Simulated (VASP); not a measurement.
C:

```
CELL_PARAMETERS angstrom
-1.29865 2.12588 2.18289
1.29865 -2.12588 2.18289
1.29865 2.12588 -2.18289
ATOMIC_POSITIONS crystal
C 0.91153 0.34046 0.57107
C 0.73060 0.65954 0.07107
C 0.08847 0.65954 0.42893
C 0.26940 0.34046 0.92893
```

* Program: VASP 6.6.1
* Task: relaxation of cell and atoms
* Functional: PBE
* Potentials or basis: VASP PAW PBE potentials, release 64 (C)
* Cutoff: 600 eV
* k mesh: 8 × 8 × 8
* Occupations: gaussian, width 0.1 eV
* Spin: no spin polarisation

At the start: pressure 27.5 GPa; volume 6.03 Å³/atom.

Where does the relaxation end?

Over 12 steps the energy falls by 196.5 meV/atom and the volume is 6.62 Å³/atom (+9.8 %); space group Imma (No. 74, to 0.05 Å).

The path:
```tsv
step	energy change (eV)	largest force (eV/Å)	pressure (GPa)	volume (Å³)
1	0.0000	2.2537	27.47	24.11
2	1.1106	8.6604	-7.88	27.82
3	-0.2969	1.5947	6.73	25.21
4	-0.6245	0.4837	-13.09	27.22
5	-0.6273	0.4614	-14.64	27.41
6	-0.7756	0.4363	2.53	26.30
7	-0.7766	0.3973	1.16	26.39
8	-0.7604	1.0096	-0.28	26.44
9	-0.7847	0.1431	0.43	26.41
10	-0.7852	0.1564	-0.06	26.46
11	-0.7861	0.0419	0.15	26.44
12	-0.7861	0.0092	-0.10	26.46
```

Final structure:
```
C
1.0
    -1.27479    2.46744    2.10306
     1.27479   -2.46744    2.10306
     1.27479    2.46744   -2.10306
C
4
Direct
  0.94111 0.35412 0.58699
  0.73286 0.64588 0.08699
  0.05889 0.64588 0.41301
  0.26714 0.35412 0.91301
```
